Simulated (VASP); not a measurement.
# MgS (Fm-3m) in VASP: further runs

MgS is run at these levels: r2SCAN, HSE06, PBE0; tasks: relaxation of cell and atoms, single point.

Everything below comes from runs of VASP 6.6.1. Logs are shortened: lines on timing, memory, paths and dates and some standing lists are left out, and cuts for length are marked.

### 1 The cell of the first run

It takes space group Fm-3m (No. 225, cubic). The conventional cell has a = 5.230 Å, b = 5.230 Å, c = 5.230 Å, α = 90.00°, β = 90.00°, γ = 90.00°. Mg (site symmetry m-3m) has 6 S at 2.61 Å within 3.4 Å. S (site symmetry m-3m) has 6 Mg at 2.61 Å within 3.4 Å.

### 2 Relaxation of cell and atoms, r2SCAN

The input, POSCAR:

```
MgS
1.0
    0.0000000000      2.6148134587      2.6148134587
    2.6148134587      0.0000000000      2.6148134587
    2.6148134587      2.6148134587      0.0000000000
Mg S
1 1
Direct
    0.0000000000      0.0000000000      0.0000000000
    0.5000000000      0.5000000000      0.5000000000
```

The input, INCAR.step1:

```
PREC = Accurate ; ENCUT = 600
ISMEAR = -1 ; SIGMA = 0.02
LREAL = F ; LASPH = T
NELM = 80 ; GGA = PE
ALGO = Normal ; EDIFF = 1E-4
LWAVE = T ; LCHARG = F
```

The input, INCAR.step2:

```
PREC = Accurate ; ENCUT = 600
EDIFF = 1E-7 ; ISMEAR = -1
SIGMA = 0.02 ; LREAL = F
LASPH = T ; NELM = 80
ALGO = Normal ; ISIF = 3
LWAVE = F ; LCHARG = F
METAGGA = R2SCAN ; LMIXTAU = T
IBRION = 2 ; NSW = 80
EDIFFG = -0.005 ; ISTART = 1
```

The input, KPOINTS:

```
regular mesh
0
Gamma
  8 8 8
```

Potentials or basis: VASP PAW PBE potentials, release 64 (Mg, S).

Launch:

```bash
cat potpaw_PBE.64/Mg/POTCAR potpaw_PBE.64/S/POTCAR > POTCAR
cp INCAR.step1 INCAR
mpirun -np 1 vasp_std > vasp.out
cp INCAR.step2 INCAR
mpirun -np 1 vasp_std > vasp.out
```

OUTCAR:

```text
PREC = Accurate
   ENCUT = 600
   EDIFF = 1E-7
   ISMEAR = -1
   LREAL = F
   LASPH = T
   NELM = 80
   ISIF = 3
   METAGGA = R2SCAN
   IBRION = 2
   NSW = 80
   EDIFFG = -0.005
   ISTART = 1

 ion  position               nearest neighbor table
   1  0.000  0.000  0.000-   2 2.61   2 2.61   2 2.61   2 2.61   2 2.61   2 2.61
   2  0.500  0.500  0.500-   1 2.61   1 2.61   1 2.61   1 2.61   1 2.61   1 2.61

  LATTYP: Found a face centered cubic cell.
 ALAT       =     5.2296269174

  Lattice vectors:

 A1 = (   0.0000000000,   2.6148134587,   2.6148134587)
 A2 = (   2.6148134587,   0.0000000000,   2.6148134587)
 A3 = (   2.6148134587,   2.6148134587,   0.0000000000)

Analysis of symmetry for initial positions (statically):
=====================================================================
 Subroutine PRICEL returns:
 Original cell was already a primitive cell.

 Routine SETGRP: Setting up the symmetry group for a
 face centered cubic supercell.

 Subroutine GETGRP returns: Found 48 space group operations
 (whereof 48 operations were pure point group operations)
 out of a pool of 48 trial point group operations.

The static configuration has the point symmetry O_h .

Analysis of symmetry for dynamics (positions and initial velocities):
=====================================================================
 Subroutine PRICEL returns:
 Original cell was already a primitive cell.

 Routine SETGRP: Setting up the symmetry group for a
 face centered cubic supercell.

 Subroutine GETGRP returns: Found 48 space group operations
 (whereof 48 operations were pure point group operations)
 out of a pool of 48 trial point group operations.

The dynamic configuration has the point symmetry O_h .

 Subroutine INISYM returns: Found 48 space group operations
 (whereof 48 operations are pure point group operations),
 and found     1 'primitive' translations

----------------------------------------------------------------------------------------

                                     Primitive cell

  volume of cell :      35.7563

  direct lattice vectors                    reciprocal lattice vectors
     0.000000000  2.614813459  2.614813459    -0.191218229  0.191218229  0.191218229
     2.614813459  0.000000000  2.614813459     0.191218229 -0.191218229  0.191218229
     2.614813459  2.614813459  0.000000000     0.191218229  0.191218229 -0.191218229

  length of vectors
     3.697904656  3.697904656  3.697904656     0.331199689  0.331199689  0.331199689

  position of ions in fractional coordinates (direct lattice)
     0.000000000  0.000000000  0.000000000
     0.500000000  0.500000000  0.500000000

  ion indices of the primitive-cell ions
   primitive index   ion index
                 1           1
                 2           2

----------------------------------------------------------------------------------------

 KPOINTS: regular mesh

Automatic generation of k-mesh.
 Grid dimensions read from file:
 generate k-points for:    8    8    8

 Generating k-lattice:

  Cartesian coordinates                     Fractional coordinates (reciprocal lattice)
    -0.023902279  0.023902279  0.023902279     0.125000000  0.000000000  0.000000000
     0.023902279 -0.023902279  0.023902279     0.000000000  0.125000000  0.000000000
     0.023902279  0.023902279 -0.023902279     0.000000000  0.000000000  0.125000000

  Length of vectors
     0.041399961  0.041399961  0.041399961

  Shift w.r.t. Gamma in fractional coordinates (k-lattice)
     0.000000000  0.000000000  0.000000000

 Subroutine IBZKPT returns following result:
 ===========================================

 Found     29 irreducible k-points:

 Following reciprocal coordinates:
            Coordinates               Weight
  0.000000  0.000000  0.000000      1.000000
  0.125000  0.000000  0.000000      8.000000
  0.250000  0.000000  0.000000      8.000000
  0.375000  0.000000  0.000000      8.000000
  0.500000  0.000000  0.000000      4.000000
  0.125000  0.125000  0.000000      6.000000
[... 16 lines left out ...]
  0.500000  0.250000  0.125000     48.000000
 -0.375000  0.250000  0.125000     24.000000
 [... further k-points ...]
   k-points           NKPTS =     29   k-points in BZ     NKDIM =     29   number of bands    NBANDS=      8
   number of dos      NEDOS =    301   number of ions     NIONS =      2
   total plane-waves  NPLWV =  27000
   dimension x,y,z NGX =    30 NGY =   30 NGZ =   30
   dimension x,y,z NGXF=    60 NGYF=   60 NGZF=   60
   ions per type =               1   1
   NGX,Y,Z   is equivalent  to a cutoff of  13.49, 13.49, 13.49 a.u.
   NGXF,Y,Z  is equivalent  to a cutoff of  26.97, 26.97, 26.97 a.u.
 SYSTEM =  unknown system
   PREC   = accura    normal or accurate (medium, high low for compatibility)
   ISTART =      1    job   : 0-new  1-cont  2-samecut
   ICHARG =      0    charge: 1-file 2-atom 10-const
   ISPIN  =      1    spin polarized calculation?
   LNONCOLLINEAR =      F non collinear calculations
   LSORBIT =      F    spin-orbit coupling
   LASPH  =      T    aspherical Exc in radial PAW
   ENCUT  =  600.0 eV  44.10 Ry    6.64 a.u.   7.39  7.39  7.39*2*pi/ulx,y,z
   NELM   =     80;   NELMIN=  2; NELMDL=  0     # of ELM steps
   EDIFF  = 0.1E-06   stopping-criterion for ELM
   LREAL  =      F    real-space projection
   EDIFFG = -.5E-02   stopping-criterion for IOM
   NSW    =     80    number of steps for IOM
   IBRION =      2    ionic relax: 0-MD 1-quasi-New 2-CG
   NFREE  =      1    steps in history (QN), initial steepest desc. (CG)
   ISIF   =      3    stress and relaxation
   ISYM   =      2    0-nonsym 1-usesym 2-fastsym
   POTIM  = 0.5000    time-step for ionic-motion
   TEBEG  =    0.0;   TEEND  =   0.0 temperature during run
   PSTRESS=    0.0 pullay stress
   NELECT =       8.0000    total number of electrons
   NUPDOWN=      -1.0000    fix difference up-down
   EMIN   =  10.00;   EMAX   =-10.00  energy-range for DOS
   EFERMI =   0.00;   METHOD = LEGACY
   ISMEAR =    -1;   SIGMA  =   0.02  broadening in eV -4-tet -1-fermi 0-gaus
   EFERMI_NEDOS =   21; number of points for ismear=-14 and -15
   IALGO  =     38    algorithm
   IMIX   =      4    mixing-type and parameters
     AMIX     =   0.40;   BMIX     =  1.00
     AMIX_MAG =   1.60;   BMIX_MAG =  1.00
  volume/ion in A,a.u.               =      17.88       120.65
  Fermi-wavevector in a.u.,A,eV,Ry     =   0.993850  1.878104 13.438985  0.987738
  Thomas-Fermi vector in A             =   2.125760
   LORBIT       =      0    0 simple, 1 ext, 2 COOP (PROOUT), +10 PAW based schemes
   METAGGA = R2SCAN    functional components
   LHFCALC =     F    Hartree Fock is set to
   AEXX    =    0.0000 exact exchange contribution
   IVDW    =     0    specifies the selected vdW correction
   LEPSILON=     F    determine dielectric tensor
   LRPA    =     F    only Hartree local field effects (RPA)
 conjugate gradient relaxation of ions
 non-spin polarized calculation
  energy-cutoff  :      600.00
  volume of cell :       35.76
 maximum number of plane-waves:      1243
 NGX is ok and might be reduce to    30
   NGX = 15   NGY = 15   NGZ = 15

--------------------------------------- Ionic step        1  -------------------------------------------

 number of electron       7.9999999 magnetization

 Free energy of the ion-electron system (eV)
  ---------------------------------------------------
  ext. energy  EPLUGINS =         0.00000000
  ---------------------------------------------------
  free energy    TOTEN  =       -15.50751379 eV

  energy without entropy =      -15.50751379  energy(sigma->0) =      -15.50751379

------------------------ aborting loop because EDIFF is reached ----------------------------------------

  FORCE on cell =-STRESS in cart. coord.  units (eV):
  Direction    XX          YY          ZZ          XY          YZ          ZX
  --------------------------------------------------------------------------------------
  -------------------------------------------------------------------------------------
  Total       -0.3597646     -0.3597646     -0.3597646     -0.0000000     -0.0000000      0.0000000
  in kB      -16.1204395    -16.1204395    -16.1204395     -0.0000000     -0.0000000      0.0000000
  external PRESSURE =     -16.1204395 kB  Pullay stress =       0.0000000 kB
[... 93 lines left out ...]
  energy  without entropy=      -15.5113224882  energy(sigma->0) =      -15.51132249

--------------------------------------- Ionic step        4  -------------------------------------------

 number of electron       7.9999999 magnetization

 Free energy of the ion-electron system (eV)
  ---------------------------------------------------
  ext. energy  EPLUGINS =         0.00000000
  ---------------------------------------------------
  free energy    TOTEN  =       -15.51131458 eV

  energy without entropy =      -15.51131458  energy(sigma->0) =      -15.51131458

 E-fermi :   3.9772     XC(G=0): -10.1130

 val. band max:        3.5380317460   @ k =   0.0000   0.0000   0.0000
 cond. band min:       6.9823878464   @ k =   0.5000   0.5000   0.0000
 fundamental gap:      3.4443561004
 Fermi energy:         3.9771980360

 k-point     1 :       0.0000    0.0000    0.0000
  band No.  band energies     occupation
      1      -9.6749      2.00000
      2       3.5380      2.00000
      3       3.5380      2.00000
      4       3.5380      2.00000
      5       8.1960      0.00000
      6      12.0652      0.00000
      7      12.0652      0.00000
      8      12.0652      0.00000
[... 243 lines left out ...]
 k-point    24 :      -0.3750    0.2500    0.1250
  band No.  band energies     occupation
      1      -8.1250      2.00000
      2      -0.8326      2.00000
      3       1.3579      2.00000
      4       2.3544      2.00000
      5       9.7699      0.00000
      6      10.3242      0.00000
      7      12.6531      0.00000
      8      13.7903      0.00000

 [... further k-points ...]
[... 5 lines left out ...]
  --------------------------------------------------------------------------------------
  -------------------------------------------------------------------------------------
  Total       -0.0091269     -0.0091269     -0.0091269      0.0000000     -0.0000000      0.0000000
  in kB       -0.4173317     -0.4173317     -0.4173317      0.0000000     -0.0000000      0.0000000
  external PRESSURE =      -0.4173317 kB  Pullay stress =       0.0000000 kB
[... 17 lines left out ...]
  FREE ENERGIE OF THE ION-ELECTRON SYSTEM (eV)
  ---------------------------------------------------
  free  energy   TOTEN  =       -15.5113145805 eV

  energy  without entropy=      -15.5113145805  energy(sigma->0) =      -15.51131458

 reached required accuracy - stopping structural energy minimisation
```

It took 1.9 min on 1 thread of Intel Xeon 6975P-C (Granite Rapids), shared host; peak memory 0.18 GiB.

Results:

| Quantity | Value |
| --- | --- |
| Free energy | -15.5113 eV |
| Relaxed volume | 17.52 Å³/atom |
| Relaxed cell | a = 3.673 Å, b = 3.673 Å, c = 3.673 Å, α = 60.00°, β = 60.00°, γ = 60.00° |
| Space group after relaxing (to 0.1 Å) | Fm-3m (No. 225) |
| Energy gained by relaxing | 1.9 meV/atom |
| Ionic steps | 4 |
| Pressure after relaxing | 0.0 GPa |
| Band gap on the k mesh | 3.44 eV (least direct gap 4.66 eV) |

The path:
```csv
step,energy change (eV),largest force (eV/Å),pressure (GPa),volume (Å³)
1,0.0000,0.0000,-1.61,35.76
2,-0.0036,0.0000,0.44,34.83
3,-0.0038,0.0000,0.05,35.02
4,-0.0038,0.0000,-0.04,35.04
```

Final structure:
```cif
data_structure
_symmetry_space_group_name_H-M 'P 1'
_symmetry_Int_Tables_number 1
_cell_length_a 3.6730
_cell_length_b 3.6730
_cell_length_c 3.6730
_cell_angle_alpha 60.000
_cell_angle_beta 60.000
_cell_angle_gamma 60.000
_cell_volume 35.04
loop_
_atom_site_label
_atom_site_type_symbol
_atom_site_fract_x
_atom_site_fract_y
_atom_site_fract_z
_atom_site_occupancy
Mg1 Mg 0.00000 0.00000 0.00000 1
S1 S 0.50000 0.50000 0.50000 1
```

Caveat: the PAW data sets were made with another functional, which shifts forces and pressure a little. A k mesh can miss the band edges.

### 3 Single point, HSE06

This run uses another cell than the first one, of 17.61 Å³/atom.

The input, POSCAR:

```
MgS
1.0
    0.0000000000      2.6015179362      2.6015179362
    2.6015179362      0.0000000000      2.6015179362
    2.6015179362      2.6015179362      0.0000000000
Mg S
1 1
Direct
    0.0000000000      0.0000000000      0.0000000000
    0.5000000000      0.5000000000      0.5000000000
```

The input, INCAR.step1:

```
PREC     = Accurate       # precision mode
ENCUT    = 520            # plane-wave cutoff, eV
EDIFF    = 1E-5           # SCF threshold, eV
ISMEAR   = 0              # smearing method
SIGMA    = 0.01           # smearing width, eV
LREAL    = False          # projectors in reciprocal space
LASPH    = True           # aspherical terms in the spheres
NELM     = 100            # most SCF steps
ALGO     = Normal         # electronic algorithm
ISIF     = 2              # what is computed and relaxed
LWAVE    = True           # write WAVECAR
LCHARG   = False          # write CHGCAR
NBANDS   = 11             # bands
GGA      = PE             # functional
```

The input, INCAR.step2:

```
PREC     = Accurate       # precision mode
ENCUT    = 520            # plane-wave cutoff, eV
EDIFF    = 1E-6           # SCF threshold, eV
ISMEAR   = 0              # smearing method
SIGMA    = 0.01           # smearing width, eV
LREAL    = False          # projectors in reciprocal space
LASPH    = True           # aspherical terms in the spheres
NELM     = 100            # most SCF steps
ALGO     = Normal         # electronic algorithm
ISIF     = 2              # what is computed and relaxed
LWAVE    = False          # write WAVECAR
LCHARG   = False          # write CHGCAR
GGA      = PE             # functional
LHFCALC  = True           # exact exchange
HFSCREEN = 0.2079         # screening, 1/A
PRECFOCK = Normal       
NBANDS   = 11             # bands
ISTART   = 1
```

The input, KPOINTS:

```
Automatic mesh
0
Gamma
  6 6 6
```

Potentials or basis: VASP PAW PBE potentials, release 64 (Mg, S).

Launch:

```bash
cat potpaw_PBE.64/Mg/POTCAR potpaw_PBE.64/S/POTCAR > POTCAR
cp INCAR.step1 INCAR
mpirun -np 1 vasp_std > vasp.out
cp INCAR.step2 INCAR
mpirun -np 1 vasp_std > vasp.out
```

OUTCAR:

```text
PREC = Accurate
   ENCUT = 520
   EDIFF = 1E-6
   ISMEAR = 0
   LREAL = False
   LASPH = True
   NELM = 100
   ISIF = 2
   GGA = PE
   LHFCALC = True
   HFSCREEN = 0.2079
   PRECFOCK = Normal
   ISTART = 1

 ion  position               nearest neighbor table
   1  0.000  0.000  0.000-   2 2.60   2 2.60   2 2.60   2 2.60   2 2.60   2 2.60
   2  0.500  0.500  0.500-   1 2.60   1 2.60   1 2.60   1 2.60   1 2.60   1 2.60

  LATTYP: Found a face centered cubic cell.
 ALAT       =     5.2030358724

  Lattice vectors:

 A1 = (   0.0000000000,   2.6015179362,   2.6015179362)
 A2 = (   2.6015179362,   0.0000000000,   2.6015179362)
 A3 = (   2.6015179362,   2.6015179362,   0.0000000000)

Analysis of symmetry for initial positions (statically):
=====================================================================
 Subroutine PRICEL returns:
 Original cell was already a primitive cell.

 Routine SETGRP: Setting up the symmetry group for a
 face centered cubic supercell.

 Subroutine GETGRP returns: Found 48 space group operations
 (whereof 48 operations were pure point group operations)
[... 172 lines left out ...]
      1     -10.8992      2.00000
      2       3.0650      2.00000
      3       3.0650      2.00000
      4       3.0650      2.00000
      5       7.8609      0.00000
      6      12.1694      0.00000
      7      12.1694      0.00000
      8      12.1694      0.00000
      9      14.7541      0.00000
     10      14.7541      0.00000
     11      16.7985      0.00000
[... 197 lines left out ...]
 k-point    16 :      -0.3333    0.5000    0.1667
  band No.  band energies     occupation
      1      -9.0185      2.00000
      2      -1.0376      2.00000
      3       0.2554      2.00000
      4       0.6952      2.00000
      5       8.5245      0.00000
      6      10.3430      0.00000
      7      13.5435      0.00000
      8      14.1880      0.00000
      9      18.4183      0.00000
     10      19.6650      0.00000
     11      20.1342      0.00000

------------------------ aborting loop because EDIFF is reached ----------------------------------------

  FORCE on cell =-STRESS in cart. coord.  units (eV):
  Direction    XX          YY          ZZ          XY          YZ          ZX
  --------------------------------------------------------------------------------------
  -------------------------------------------------------------------------------------
  Total       -0.1571922     -0.1571922     -0.1571922      0.0000000      0.0000000      0.0000000
  in kB       -7.1520595     -7.1520595     -7.1520595      0.0000000      0.0000000      0.0000000
  external PRESSURE =      -7.1520595 kB  Pullay stress =       0.0000000 kB

 VOLUME and BASIS-vectors are now :
 -----------------------------------------------------------------------------
  energy-cutoff  :      520.00
  volume of cell :       35.21
      direct lattice vectors                 reciprocal lattice vectors
     0.000000000  2.601517936  2.601517936    -0.192195484  0.192195484  0.192195484
     2.601517936  0.000000000  2.601517936     0.192195484 -0.192195484  0.192195484
     2.601517936  2.601517936  0.000000000     0.192195484  0.192195484 -0.192195484

 POSITION                                       TOTAL-FORCE (eV/Angst)
 -----------------------------------------------------------------------------------
      0.00000      0.00000      0.00000         0.000000     -0.000000      0.000000
      2.60152      2.60152      2.60152        -0.000000      0.000000     -0.000000
 -----------------------------------------------------------------------------------
    total drift:                                0.000100      0.000148      0.000149

  FREE ENERGIE OF THE ION-ELECTRON SYSTEM (eV)
  ---------------------------------------------------
  free  energy   TOTEN  =        -9.8869726472 eV

  energy  without entropy=       -9.8869726472  energy(sigma->0) =       -9.88697265
```

It took 5.8 min on 1 thread of Intel Xeon 6975P-C (Granite Rapids), shared host; peak memory 0.27 GiB.

What came out:

* Free energy: -9.8870 eV
* Pressure: -0.7 GPa
* Band gap on the k mesh: 3.75 eV (least direct gap 4.80 eV)

Levels at points of the mesh, in eV from the valence-band top:
```tsv
k point	band 1	band 2	band 3	band 4	band 5	band 6	band 7	band 8
(0.00, 0.00, 0.00)	-13.96	0.00	0.00	0.00	4.80	9.10	9.10	9.10
(0.50, 0.00, 0.00)	-12.53	-5.27	-0.65	-0.65	5.55	8.05	8.05	11.59
(0.50, 0.50, 0.00)	-12.12	-4.60	-1.84	-1.84	3.75	5.34	13.52	14.34
```

Caveat: the PAW data sets were made with another functional, which shifts forces and pressure a little.

(Continued in part 2 of 2.)
